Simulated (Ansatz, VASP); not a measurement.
One calculation of Mg2MoH, two programs

File INCAR:

```
ALGO = Normal
EDIFF = 1E-6
EDIFFG = -0.01
ENCUT = 600
GGA = PE
IBRION = 2
ISIF = 3
ISMEAR = 0
LASPH = T
LCHARG = F
LREAL = F
LWAVE = F
NELM = 100
NSW = 100
PREC = Accurate
SIGMA = 0.1
```

File KPOINTS:

```
k-points
0
Gamma
  18 18 6
```

The input POSCAR:

```
Mg2MoH
1.0
    2.9764025687      0.0000000000      0.0000000000
   -1.4882012844      2.5776402364      0.0000000000
    0.0000000000      0.0000000000      7.5192006340
Mg H Mo
2 1 1
Direct
    0.3333333333      0.6666666667      0.8001881355
    0.6666666667      0.3333333333      0.1998118645
    0.0000000000      0.0000000000      0.0000000000
    0.0000000000      0.0000000000      0.5000000000
```

Input for Ansatz:

```yaml
crystal:
  lattice:
    - [2.9764025687, 0.0, 0.0]
    - [-1.4882012844, 2.5776402364, 0.0]
    - [0.0, 0.0, 7.519200634]
  atoms:
    - { symbol: Mg, position: [0.3333333333, 0.6666666667, 0.8001881355] }
    - { symbol: Mg, position: [0.6666666667, 0.3333333333, 0.1998118645] }
    - { symbol: H, position: [0.0, 0.0, 0.0] }
    - { symbol: Mo, position: [0.0, 0.0, 0.5] }
basis:
  ecutwfc: 420
kpoints:
  mp_grid: { grid: [18, 18, 6] }
hamiltonian:
  xc: pbe
scf:
  occupations: { method: gaussian, width: 0.1 }
output:
  forces: true
  stress: true
  eigenvalues: true
  write_density: true
  write_potential: true
  elf: true
  volumetric_format: npy
relax:
  adjacent_minimum: "off"
  f_tol: 0.01
  max_steps: 80
  cell: { stress_tol: 0.05 }
```

Alike in both runs: task relaxation of cell and atoms; functional PBE; k mesh 18 × 18 × 6; occupations gaussian, width 0.1 eV; no spin polarisation.

|  | VASP | Ansatz |
| --- | --- | --- |
| version | VASP 6.6.1 | Ansatz 0.2.0 |
| potentials or method | VASP PAW PBE potentials, release 64 (Mg, H, Mo_sv), cutoff 600 eV | scalar-relativistic, plane waves, PAW |
| valence electrons in the cell | 19 | 35 |

```tsv
	VASP	Ansatz	Ansatz less VASP
gap on the k mesh at the Fermi level, each at its own relaxed structure (eV)	none	none	-
relaxed volume (Å³/atom)	14.35	14.36	+0.013
relaxed length of the cell vector where the two differ most in proportion (Å)	7.554	7.565	+0.0111
```

A gap of «none» marks a metal or a gap that the smearing closes. VASP's potentials hold 19 valence electrons a cell and Ansatz's 35, so a difference there can come from the potentials and not from the codes.
